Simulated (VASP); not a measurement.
Write the native input for VASP 6.6.1 that does the following.

```yaml
Task: single point
Functional: r2SCAN
Potentials_or_basis: VASP PAW PBE potentials, release 64 (Hf_pv, Ge_d)
Cutoff: 550 eV
k_mesh: 8 × 8 × 6
Occupations: gaussian, width 0.1 eV
Spin: no spin polarisation
Dipole_correction: no
Further_INCAR_settings: ALGO = Normal; EDIFF = 1e-06; NBANDS = 39
```

Hf2Ge3:

```
Hf Ge
1.0
     3.71045    0.00000    0.00000
     0.00000    3.83633    0.00000
     0.00000    0.00000    6.64458
Hf Ge
2 3
Direct
  0.00000 0.50000 0.50000
  0.50000 0.50000 0.00000
  0.50000 0.00000 0.31398
  0.50000 0.00000 0.68602
  0.00000 0.00000 0.00000
```

These files were run (other wordings do the same):

POSCAR

```
Hf2Ge3
1.0
    3.7104538603      0.0000000000      0.0000000000
    0.0000000000      3.8363316301      0.0000000000
    0.0000000000      0.0000000000      6.6445837622
Hf Ge
2 3
Direct
    0.0000000000      0.5000000000      0.5000000000
    0.5000000000      0.5000000000      0.0000000000
    0.5000000000      0.0000000000      0.3139841833
    0.5000000000      0.0000000000      0.6860158167
    0.0000000000      0.0000000000      0.0000000000
```

INCAR.step1

```
PREC = Accurate
ENCUT = 550
ISMEAR = 0
SIGMA = 0.1
LREAL = F
LASPH = T
NELM = 120
NBANDS = 39
GGA = PE
ALGO = Normal
EDIFF = 1E-5
LWAVE = T
LCHARG = F
GGA_COMPAT = F
```

INCAR.step2

```
PREC = Accurate
ENCUT = 550
EDIFF = 1E-6
ISMEAR = 0
SIGMA = 0.1
LREAL = F
LASPH = T
NELM = 120
ALGO = Normal
ISIF = 2
LWAVE = F
LCHARG = F
METAGGA = R2SCAN
LMIXTAU = T
NBANDS = 39
ISTART = 1
GGA_COMPAT = F
```

KPOINTS

```
regular mesh
0
Gamma
  8 8 6
```

Potentials or basis: VASP PAW PBE potentials, release 64 (Hf_pv, Ge_d).

Run with:

```console
$ cat potpaw_PBE.64/Hf_pv/POTCAR potpaw_PBE.64/Ge_d/POTCAR > POTCAR
$ cp INCAR.step1 INCAR
$ mpirun -np 1 vasp_std > vasp.out
$ cp INCAR.step2 INCAR
$ mpirun -np 1 vasp_std > vasp.out
```

It gave:

```json
{"Pressure": "-2.9 GPa", "Largest force": "0.113 eV/Å", "Band gap on the k mesh": "zero (bands 31 and 32 overlap by 1.82 eV)"}
```

Caveat: the PAW data sets were made with another functional, which shifts forces and pressure a little; spin-orbit coupling is left out, which moves the levels of the heavy elements.

Wall time 41 min on 1 thread of Intel Xeon 8259CL, on a shared host, peak memory 0.45 GiB.
